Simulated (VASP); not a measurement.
# In3As (P-6m2) in VASP: a series of runs

In3As is run at these levels: PBE; tasks: single point.

Everything below comes from runs of VASP 6.6.1. Logs are shortened: lines on timing, memory, paths and dates and some standing lists are left out, and cuts for length are marked.

### Step 1. The cell of the first run

It takes space group P-6m2 (No. 187, hexagonal). Conventional cell: a = 3.172 Å, b = 3.172 Å, c = 9.843 Å, α = 90.00°, β = 90.00°, γ = 120.00°. In (site symmetry -6m2) has 12 In at 3.13 to 3.17 Å within 4.1 Å. Within 4.0 Å of In (site symmetry 3m) lie 3 As at 3.00 Å and 9 In at 3.13 to 3.17 Å. As (site symmetry -6m2) has 6 In at 3.00 Å and 6 As at 3.17 Å within 4.0 Å.

The cell was built from a structure type or drawn by symmetry, and may not be a known phase.

### Step 2. Single point, PBE

INCAR reads:

```
ALGO = Normal ; EDIFF = 1E-7
ENCUT = 520 ; GGA = PE
ISIF = 2 ; ISMEAR = 0
LASPH = T ; LCHARG = F
LREAL = F ; LWAVE = F
NBANDS = 30 ; NELM = 60
PREC = Accurate ; SIGMA = 0.1
```

KPOINTS reads:

```
k-points
0
Gamma
  6 6 2
```

POSCAR reads:

```
In3As
1.0
    3.1720161000      0.0000000000      0.0000000000
   -1.5860080500      2.7470465200      0.0000000000
    0.0000000000      0.0000000000      9.8426967200
In As
3 1
Direct
    0.6666666700      0.3333333300      0.5000000000
    0.3333333300      0.6666666700      0.2419234500
    0.3333333300      0.6666666700      0.7580765500
    0.6666666700      0.3333333300      0.0000000000
```

Potentials or basis: VASP PAW PBE potentials, release 64 (In_d, As).

Launch:

```bash
$ cat potpaw_PBE.64/In_d/POTCAR potpaw_PBE.64/As/POTCAR > POTCAR
$ mpirun -np 1 vasp_std > vasp.out
```

OUTCAR:

```text
EDIFF = 1E-7
   ENCUT = 520
   GGA = PE
   ISIF = 2
   ISMEAR = 0
   LASPH = T
   LREAL = F
   NELM = 60
   PREC = Accurate

 ion  position               nearest neighbor table
   1  0.667  0.333  0.500-   2 3.13   3 3.13   2 3.13   3 3.13   2 3.13   3 3.13
   2  0.333  0.667  0.242-   4 3.00   4 3.00   4 3.00   1 3.13   1 3.13   1 3.13
   3  0.333  0.667  0.758-   4 3.00   4 3.00   4 3.00   1 3.13   1 3.13   1 3.13
   4  0.667  0.333  0.000-   2 3.00   3 3.00   2 3.00   3 3.00   2 3.00   3 3.00

  LATTYP: Found a hexagonal cell.
 ALAT       =     3.1720161000
 C/A-ratio  =     3.1029781721

  Lattice vectors:

 A1 = (   3.1720161000,   0.0000000000,   0.0000000000)
 A2 = (  -1.5860080500,   2.7470465200,   0.0000000000)
 A3 = (   0.0000000000,   0.0000000000,   9.8426967200)

Analysis of symmetry for initial positions (statically):
=====================================================================
 Subroutine PRICEL returns:
 Original cell was already a primitive cell.

 Routine SETGRP: Setting up the symmetry group for a
 hexagonal supercell.

 Subroutine GETGRP returns: Found 12 space group operations
 (whereof 12 operations were pure point group operations)
 out of a pool of 24 trial point group operations.

The static configuration has the point symmetry D_3h.

Analysis of symmetry for dynamics (positions and initial velocities):
=====================================================================
 Subroutine PRICEL returns:
 Original cell was already a primitive cell.

 Routine SETGRP: Setting up the symmetry group for a
 hexagonal supercell.

 Subroutine GETGRP returns: Found 12 space group operations
 (whereof 12 operations were pure point group operations)
 out of a pool of 24 trial point group operations.

The dynamic configuration has the point symmetry D_3h.

 Subroutine INISYM returns: Found 12 space group operations
 (whereof 12 operations are pure point group operations),
 and found     1 'primitive' translations

----------------------------------------------------------------------------------------

                                     Primitive cell

  volume of cell :      85.7661

  direct lattice vectors                    reciprocal lattice vectors
     3.172016100  0.000000000  0.000000000     0.315256912  0.182013663  0.000000000
    -1.586008050  2.747046520  0.000000000     0.000000000  0.364027326  0.000000000
     0.000000000  0.000000000  9.842696720     0.000000000  0.000000000  0.101598173

  length of vectors
     3.172016100  3.172016097  9.842696720     0.364027326  0.364027326  0.101598173

  position of ions in fractional coordinates (direct lattice)
     0.666666670  0.333333330  0.500000000
     0.333333330  0.666666670  0.241923450
     0.333333330  0.666666670  0.758076550
     0.666666670  0.333333330  0.000000000

  ion indices of the primitive-cell ions
   primitive index   ion index
                 1           1
                 2           2
                 3           3
                 4           4

----------------------------------------------------------------------------------------

 KPOINTS: k-points

Automatic generation of k-mesh.
 Grid dimensions read from file:
 generate k-points for:    6    6    2

 Generating k-lattice:

  Cartesian coordinates                     Fractional coordinates (reciprocal lattice)
     0.052542819  0.030335611  0.000000000     0.166666667 -0.000000000  0.000000000
     0.000000000  0.060671221  0.000000000     0.000000000  0.166666667  0.000000000
     0.000000000  0.000000000  0.050799086     0.000000000  0.000000000  0.500000000

  Length of vectors
     0.060671221  0.060671221  0.050799086

  Shift w.r.t. Gamma in fractional coordinates (k-lattice)
     0.000000000  0.000000000  0.000000000

 Subroutine IBZKPT returns following result:
 ===========================================

 Found     14 irreducible k-points:

 Following reciprocal coordinates:
            Coordinates               Weight
  0.000000  0.000000  0.000000      1.000000
  0.166667 -0.000000  0.000000      6.000000
  0.333333 -0.000000  0.000000      6.000000
  0.500000 -0.000000  0.000000      3.000000
  0.166667  0.166667  0.000000      6.000000
  0.333333  0.166667  0.000000     12.000000
  0.333333  0.333333  0.000000      2.000000
  0.000000  0.000000  0.500000      1.000000
  0.166667 -0.000000  0.500000      6.000000
  0.333333 -0.000000  0.500000      6.000000
  0.500000 -0.000000  0.500000      3.000000
  0.166667  0.166667  0.500000      6.000000
  0.333333  0.166667  0.500000     12.000000
  0.333333  0.333333  0.500000      2.000000
   k-points           NKPTS =     14   k-points in BZ     NKDIM =     14   number of bands    NBANDS=     30
   number of dos      NEDOS =    301   number of ions     NIONS =      4
   total plane-waves  NPLWV =  46080
   dimension x,y,z NGX =    24 NGY =   24 NGZ =   80
   dimension x,y,z NGXF=    48 NGYF=   48 NGZF=  160
   ions per type =               3   1
   NGX,Y,Z   is equivalent  to a cutoff of  12.58, 12.58, 13.51 a.u.
   NGXF,Y,Z  is equivalent  to a cutoff of  25.16, 25.16, 27.02 a.u.
 SYSTEM =  unknown system
   PREC   = accura    normal or accurate (medium, high low for compatibility)
   ISTART =      0    job   : 0-new  1-cont  2-samecut
   ICHARG =      2    charge: 1-file 2-atom 10-const
   ISPIN  =      1    spin polarized calculation?
   LNONCOLLINEAR =      F non collinear calculations
   LSORBIT =      F    spin-orbit coupling
   LASPH  =      T    aspherical Exc in radial PAW
   ENCUT  =  520.0 eV  38.22 Ry    6.18 a.u.   5.90  5.90 18.30*2*pi/ulx,y,z
   NELM   =     60;   NELMIN=  2; NELMDL= -5     # of ELM steps
   EDIFF  = 0.1E-06   stopping-criterion for ELM
   LREAL  =      F    real-space projection
   EDIFFG = 0.1E-05   stopping-criterion for IOM
   NSW    =      0    number of steps for IOM
   IBRION =     -1    ionic relax: 0-MD 1-quasi-New 2-CG
   NFREE  =      0    steps in history (QN), initial steepest desc. (CG)
   ISIF   =      2    stress and relaxation
   ISYM   =      2    0-nonsym 1-usesym 2-fastsym
   POTIM  = 0.5000    time-step for ionic-motion
   TEBEG  =    0.0;   TEEND  =   0.0 temperature during run
   PSTRESS=    0.0 pullay stress
   NELECT =      44.0000    total number of electrons
   NUPDOWN=      -1.0000    fix difference up-down
   EMIN   =  10.00;   EMAX   =-10.00  energy-range for DOS
   EFERMI =   0.00;   METHOD = LEGACY
   ISMEAR =     0;   SIGMA  =   0.10  broadening in eV -4-tet -1-fermi 0-gaus
   EFERMI_NEDOS =   21; number of points for ismear=-14 and -15
   IALGO  =     38    algorithm
   IMIX   =      4    mixing-type and parameters
     AMIX     =   0.40;   BMIX     =  1.00
     AMIX_MAG =   1.60;   BMIX_MAG =  1.00
  volume/ion in A,a.u.               =      21.44       144.69
  Fermi-wavevector in a.u.,A,eV,Ry     =   1.310551  2.476582 23.368600  1.717544
  Thomas-Fermi vector in A             =   2.441073
   LORBIT       =      0    0 simple, 1 ext, 2 COOP (PROOUT), +10 PAW based schemes
   GGA     = PE    functional components
   LHFCALC =     F    Hartree Fock is set to
   AEXX    =    0.0000 exact exchange contribution
   IVDW    =     0    specifies the selected vdW correction
   LEPSILON=     F    determine dielectric tensor
   LRPA    =     F    only Hartree local field effects (RPA)
 non-spin polarized calculation
 Gauss-broadening in eV      SIGMA  =   0.10
  energy-cutoff  :      520.00
  volume of cell :       85.77
 maximum number of plane-waves:      2332
 NGX is ok and might be reduce to    24
   NGX = 11   NGY = 11   NGZ = 37

 number of electron      43.9999978 magnetization

 Free energy of the ion-electron system (eV)
  ---------------------------------------------------
  ext. energy  EPLUGINS =         0.00000000
  ---------------------------------------------------
  free energy    TOTEN  =       -11.27535090 eV

  energy without entropy =      -11.25881224  energy(sigma->0) =      -11.26708157

 E-fermi :   8.8808     XC(G=0): -10.9819

 val. band max:        8.8431197217   @ k =   0.3333  -0.0000   0.0000
 cond. band min:       8.9408406948   @ k =   0.1667   0.1667   0.5000
 fundamental gap:      0.0977209731
 Fermi energy:         8.8808483860

 k-point     1 :       0.0000    0.0000    0.0000
  band No.  band energies     occupation
      1      -6.1240      2.00000
      2      -6.0353      2.00000
      3      -5.9924      2.00000
      4      -5.9760      2.00000
      5      -5.9760      2.00000
      6      -5.9632      2.00000
[... 22 lines left out ...]
     29      19.3349      0.00000
     30      19.3948      0.00000

 k-point     2 :       0.1667   -0.0000    0.0000
  band No.  band energies     occupation
      1      -6.1098      2.00000
      2      -6.0443      2.00000
      3      -6.0032      2.00000
      4      -5.9553      2.00000
      5      -5.9499      2.00000
      6      -5.8927      2.00000
[... 22 lines left out ...]
     29      17.4441      0.00000
     30      18.1502      0.00000

 k-point     3 :       0.3333   -0.0000    0.0000
  band No.  band energies     occupation
      1      -6.2106      2.00000
      2      -6.1341      2.00000
      3      -6.0745      2.00000
      4      -6.0512      2.00000
      5      -5.9955      2.00000
      6      -5.8896      2.00000
[... 22 lines left out ...]
     29      14.9099      0.00000
     30      15.4814      0.00000

 k-point     4 :       0.5000   -0.0000    0.0000
  band No.  band energies     occupation
      1      -6.2657      2.00000
      2      -6.1690      2.00000
      3      -6.1490      2.00000
      4      -6.1227      2.00000
      5      -6.0663      2.00000
      6      -5.9161      2.00000
[... 22 lines left out ...]
     29      14.7511      0.00000
     30      14.7872      0.00000

 k-point     5 :       0.1667    0.1667    0.0000
  band No.  band energies     occupation
      1      -6.0949      2.00000
      2      -6.0555      2.00000
      3      -6.0512      2.00000
      4      -5.9608      2.00000
      5      -5.9418      2.00000
      6      -5.9317      2.00000
[... 22 lines left out ...]
     29      15.8106      0.00000
     30      16.1992      0.00000

 k-point     6 :       0.3333    0.1667    0.0000
  band No.  band energies     occupation
      1      -6.1421      2.00000
      2      -6.1139      2.00000
      3      -6.0720      2.00000
      4      -6.0426      2.00000
      5      -5.9617      2.00000
      6      -5.9599      2.00000
[... 22 lines left out ...]
     29      14.9134      0.00000
     30      15.3903      0.00000

 k-point     7 :       0.3333    0.3333    0.0000
  band No.  band energies     occupation
      1      -6.1104      2.00000
      2      -6.0626      2.00000
      3      -6.0052      2.00000
      4      -5.9013      2.00000
      5      -5.8992      2.00000
      6      -5.8959      2.00000
[... 22 lines left out ...]
     29      11.6067      0.00000
     30      14.5563      0.00000

 k-point     8 :       0.0000    0.0000    0.5000
  band No.  band energies     occupation
      1      -6.0987      2.00000
      2      -6.0814      2.00000
      3      -5.9765      2.00000
      4      -5.9765      2.00000
      5      -5.9684      2.00000
      6      -5.9625      2.00000
[... 22 lines left out ...]
     29      18.4967      0.00000
     30      18.4967      0.00000

 k-point     9 :       0.1667   -0.0000    0.5000
  band No.  band energies     occupation
      1      -6.0947      2.00000
      2      -6.0601      2.00000
      3      -5.9909      2.00000
      4      -5.9891      2.00000
      5      -5.9397      2.00000
      6      -5.8929      2.00000
[... 22 lines left out ...]
     29      17.3990      0.00000
     30      18.1472      0.00000

 k-point    10 :       0.3333   -0.0000    0.5000
  band No.  band energies     occupation
      1      -6.2071      2.00000
      2      -6.1363      2.00000
      3      -6.0836      2.00000
      4      -6.0578      2.00000
      5      -5.9801      2.00000
      6      -5.8914      2.00000
[... 22 lines left out ...]
     29      15.5451      0.00000
     30      16.5743      0.00000

 k-point    11 :       0.5000   -0.0000    0.5000
  band No.  band energies     occupation
      1      -6.2648      2.00000
      2      -6.1810      2.00000
      3      -6.1627      2.00000
      4      -6.1004      2.00000
      5      -6.0510      2.00000
      6      -5.9286      2.00000
[... 22 lines left out ...]
     29      14.2829      0.00000
     30      14.9194      0.00000

 k-point    12 :       0.1667    0.1667    0.5000
  band No.  band energies     occupation
      1      -6.0794      2.00000
      2      -6.0600      2.00000
      3      -6.0432      2.00000
      4      -6.0024      2.00000
      5      -5.9481      2.00000
      6      -5.9210      2.00000
[... 22 lines left out ...]
     29      15.0452      0.00000
     30      17.2232      0.00000

 k-point    13 :       0.3333    0.1667    0.5000
  band No.  band energies     occupation
      1      -6.1386      2.00000
      2      -6.1273      2.00000
      3      -6.0511      2.00000
      4      -6.0477      2.00000
      5      -5.9750      2.00000
      6      -5.9496      2.00000
[... 22 lines left out ...]
     29      13.3884      0.00000
     30      15.2098      0.00000

 k-point    14 :       0.3333    0.3333    0.5000
  band No.  band energies     occupation
      1      -6.1155      2.00000
      2      -6.0474      2.00000
      3      -6.0110      2.00000
      4      -5.9428      2.00000
      5      -5.8897      2.00000
      6      -5.8884      2.00000
[... 22 lines left out ...]
     29      14.4264      0.00000
     30      14.8409      0.00000

------------------------ aborting loop because EDIFF is reached ----------------------------------------

  FORCE on cell =-STRESS in cart. coord.  units (eV):
  Direction    XX          YY          ZZ          XY          YZ          ZX
  --------------------------------------------------------------------------------------
  -------------------------------------------------------------------------------------
  Total        4.4958099      4.4958099      9.0542943      0.0000000      0.0000000      0.0000000
  in kB       83.9852507     83.9852504    169.1413086      0.0000000      0.0000000      0.0000000
  external PRESSURE =     112.3706032 kB  Pullay stress =       0.0000000 kB

 VOLUME and BASIS-vectors are now :
 -----------------------------------------------------------------------------
  energy-cutoff  :      520.00
  volume of cell :       85.77
      direct lattice vectors                 reciprocal lattice vectors
     3.172016100  0.000000000  0.000000000     0.315256912  0.182013663  0.000000000
    -1.586008050  2.747046520  0.000000000     0.000000000  0.364027326  0.000000000
     0.000000000  0.000000000  9.842696720     0.000000000  0.000000000  0.101598173

 POSITION                                       TOTAL-FORCE (eV/Angst)
 -----------------------------------------------------------------------------------
      1.58601      0.91568      4.92135        -0.000000      0.000000      0.000000
     -0.00000      1.83136      2.38118         0.000000      0.000000     -0.215105
     -0.00000      1.83136      7.46152         0.000000      0.000000      0.215105
      1.58601      0.91568      0.00000        -0.000000      0.000000      0.000000
 -----------------------------------------------------------------------------------
    total drift:                                0.000003     -0.000002      0.000000

  FREE ENERGIE OF THE ION-ELECTRON SYSTEM (eV)
  ---------------------------------------------------
  free  energy   TOTEN  =       -11.2753509041 eV

  energy  without entropy=      -11.2588122420  energy(sigma->0) =      -11.26708157
```

It took 21 s on 1 thread of Intel Xeon 6975P-C (Granite Rapids), shared host; peak memory 0.2 GiB.

What came out:

| Quantity | Value |
| --- | --- |
| Free energy | -11.2754 eV |
| Pressure | 11.2 GPa |
| Largest force | 0.215 eV/Å |
| Band gap on the k mesh | zero (bands 22 and 23 overlap by 4.75 eV) |

Forces on the atoms (eV/Å):
```
In   0.000  0.000  0.000
In   0.000  0.000 -0.215
In   0.000  0.000  0.215
As   0.000  0.000  0.000
```

Caveat: the k points lie up to 0.38 Å⁻¹ apart, too coarse for converged energies and pressures of a metal; spin-orbit coupling is left out, which moves the levels of the heavy elements.

### Step 3. Single point, PBE

This run uses another cell than the first one, of 25.13 Å³/atom.

INCAR reads:

```
SYSTEM = In3As
  ALGO = Normal
  EDIFF = 1E-7
  ENCUT = 520
  GGA = PE
  ISIF = 2
  ISMEAR = 0
  LASPH = .TRUE.
  LCHARG = .FALSE.
  LREAL = .FALSE.
  LWAVE = .FALSE.
  NBANDS = 30
  NELM = 80
  PREC = Accurate
  SIGMA = 0.1
```

KPOINTS reads:

```
k-points
0
G
  6 6 2
  0 0 0
```

POSCAR reads:

```
In3As
1.0
    3.2478208268      0.0000000000      0.0000000000
   -1.6239104134      2.8126953430      0.0000000000
    0.0000000000      0.0000000000     11.0030718867
In As
3 1
Direct
    0.6666666667      0.3333333333      0.5000000000
    0.3333333333      0.6666666667      0.2325780401
    0.3333333333      0.6666666667      0.7674219599
    0.6666666667      0.3333333333      0.0000000000
```

Potentials or basis: VASP PAW PBE potentials, release 64 (In_d, As).

Launch:

```bash
$ cat potpaw_PBE.64/In_d/POTCAR potpaw_PBE.64/As/POTCAR > POTCAR
$ mpirun -np 1 vasp_std > vasp.out
```

Wall time 19 s (1 thread of Intel Xeon 6975P-C (Granite Rapids), shared host); peak memory 0.21 GiB.

It converged, with:

```
Free energy            : -11.9025 eV
Pressure               : 0.2 GPa
Largest force          : 0.023 eV/Å
Band gap on the k mesh : zero (bands 22 and 23 overlap by 4.72 eV)
```

Forces on the atoms (eV/Å):
```
In   0.000  0.000  0.000
In   0.000  0.000 -0.023
In   0.000  0.000  0.023
As   0.000  0.000  0.000
```

Stress tensor (GPa, compression positive):
```
0.20 0.00 0.00
0.00 0.20 0.00
0.00 0.00 0.10
```

Levels at points of the mesh, in eV from the Fermi level:
| k point | band 18 | band 19 | band 20 | band 21 | band 22 | band 23 | band 24 | band 25 |
| --- | --- | --- | --- | --- | --- | --- | --- | --- |
| (0.00, 0.00, 0.00) | -8.46 | -5.68 | -4.09 | 1.39 | 1.90 | 3.25 | 3.25 | 8.15 |
| (0.50, 0.00, 0.00) | -3.86 | -3.74 | -3.11 | -2.87 | -0.85 | -0.36 | -0.08 | 1.10 |
| (0.00, 0.00, 0.50) | -7.36 | -7.10 | -2.14 | -1.51 | 3.25 | 3.25 | 5.33 | 5.64 |
| (0.50, 0.00, 0.50) | -4.27 | -3.58 | -2.59 | -2.45 | -1.66 | -1.47 | 1.10 | 1.57 |

Caveat: the k points lie up to 0.37 Å⁻¹ apart, too coarse for converged energies and pressures of a metal; spin-orbit coupling is left out, which moves the levels of the heavy elements.
